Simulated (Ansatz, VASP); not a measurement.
## Ir in VASP and in Ansatz

Contents of INCAR:

```
SYSTEM = Ir
PREC     = Accurate       ! precision mode
ENCUT    = 520            ! plane-wave cutoff, eV
EDIFF    = 1E-6           ! SCF threshold, eV
ISMEAR   = 0              ! smearing method
SIGMA    = 0.15           ! smearing width, eV
LREAL    = .FALSE.        ! projectors in reciprocal space
LASPH    = .TRUE.         ! aspherical terms in the spheres
NELM     = 80             ! most SCF steps
ALGO     = Fast           ! electronic algorithm
ISIF     = 2              ! what is computed and relaxed
LWAVE    = .FALSE.        ! write WAVECAR
LCHARG   = .FALSE.        ! write CHGCAR
GGA      = PS             ! functional
NBANDS   = 36             ! bands
```

Contents of KPOINTS:

```
Automatic mesh
0
G
  20 20 4
  0 0 0
```

The input POSCAR:

```
Ir
1.0
    1.9197000000     -1.9197000000      0.0000000000
    1.9197000000      0.0000000000     -1.9197000000
   11.1429016151     11.1429016151     11.1429016151
Ir
6
Direct
    0.6666666667      0.6666666667      0.0574152085
    0.0000000000      0.0000000000      0.6316821474
    0.3333333333      0.3333333333      0.1722685963
    0.6666666667      0.6666666667      0.4019753718
    0.0000000000      0.0000000000      0.2871219841
    0.3333333333      0.3333333333      0.5168287596
```

Input for Ansatz:

```yaml
crystal:
  lattice:
    - [1.9197, -1.9197, 0.0]
    - [1.9197, 0.0, -1.9197]
    - [11.1429016151, 11.1429016151, 11.1429016151]
  atoms:
    - { symbol: Ir, position: [0.6666666667, 0.6666666667, 0.0574152085] }
    - { symbol: Ir, position: [0.0, 0.0, 0.6316821474] }
    - { symbol: Ir, position: [0.3333333333, 0.3333333333, 0.1722685963] }
    - { symbol: Ir, position: [0.6666666667, 0.6666666667, 0.4019753718] }
    - { symbol: Ir, position: [0.0, 0.0, 0.2871219841] }
    - { symbol: Ir, position: [0.3333333333, 0.3333333333, 0.5168287596] }
basis:
  ecutwfc: 420
kpoints:
  mp_grid: { grid: [20, 20, 4] }
hamiltonian:
  xc: pbesol
scf:
  occupations: { method: gaussian, width: 0.15 }
output:
  forces: true
  stress: true
  eigenvalues: true
```

Alike in both runs: task single point; functional PBEsol; k mesh 20 × 20 × 4; occupations gaussian, width 0.15 eV; no spin polarisation.

|  | VASP | Ansatz |
| --- | --- | --- |
| version | VASP 6.6.1 | Ansatz 0.2.0 |
| potentials or method | VASP PAW PBE potentials, release 64 (Ir), cutoff 520 eV | scalar-relativistic, plane waves, PAW |
| valence electrons in the cell | 54 | 102 |

|  | VASP | Ansatz | Ansatz less VASP |
| --- | --- | --- | --- |
| gap on the k mesh at the Fermi level (eV) | none | none | - |
| rms of the force components (eV/Å) | 0.232 | 0.243 | +0.0116 |

VASP's potentials were made for PBE, not for PBEsol. Atom by atom the forces differ by 0.014 eV/Å (rms over components). A gap of «none» marks a metal or a gap that the smearing closes. VASP's potentials hold 54 valence electrons a cell and Ansatz's 102, so a difference there can come from the potentials and not from the codes.

Neither program's run includes spin-orbit coupling.
